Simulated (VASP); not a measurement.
Here is a VASP 6.6.1 calculation.

File INCAR:

```
PREC     = Accurate       # precision mode
ENCUT    = 520            # plane-wave cutoff, eV
EDIFF    = 1E-6           # SCF threshold, eV
ISMEAR   = 0              # smearing method
SIGMA    = 0.05           # smearing width, eV
LREAL    = False          # projectors in reciprocal space
LASPH    = True           # aspherical terms in the spheres
NELM     = 60             # most SCF steps
ALGO     = Normal         # electronic algorithm
ISIF     = 2              # what is computed and relaxed
LWAVE    = False          # write WAVECAR
LCHARG   = True           # write CHGCAR
GGA      = PE             # functional
LELF     = True           # ELF
LVHAR    = True         
NBANDS   = 18             # bands
```

Contents of KPOINTS:

```
regular mesh
0
Gamma
  8 8 8
```

POSCAR

```
HfO2
1.0
    0.0000000000      2.5488057612      2.6762460493
    2.5488057612      0.0000000000      2.6762460493
    2.5488057612      2.5488057612      0.0000000000
Hf O
1 2
Direct
    0.0000000000      0.0000000000      0.0000000000
    0.2500000000      0.2500000000      0.2500000000
    0.7500000000      0.7500000000      0.7500000000
```

Potentials or basis: VASP PAW PBE potentials, release 64 (Hf_pv, O).

Launch:

```sh
$ cat potpaw_PBE.64/Hf_pv/POTCAR potpaw_PBE.64/O/POTCAR > POTCAR
$ mpirun -np 1 vasp_std > vasp.out
```

(1) Predict the pressure.

(2) Predict the band gap on the k mesh.

## Answers

(1) -13.9 GPa.

(2) 3.17 eV, indirect (least direct gap 3.34 eV).

Caveat: the cell differs from its parent crystal (strain +0.000 along x and y, +0.050 along z); spin-orbit coupling is left out, which moves the levels of the heavy elements.
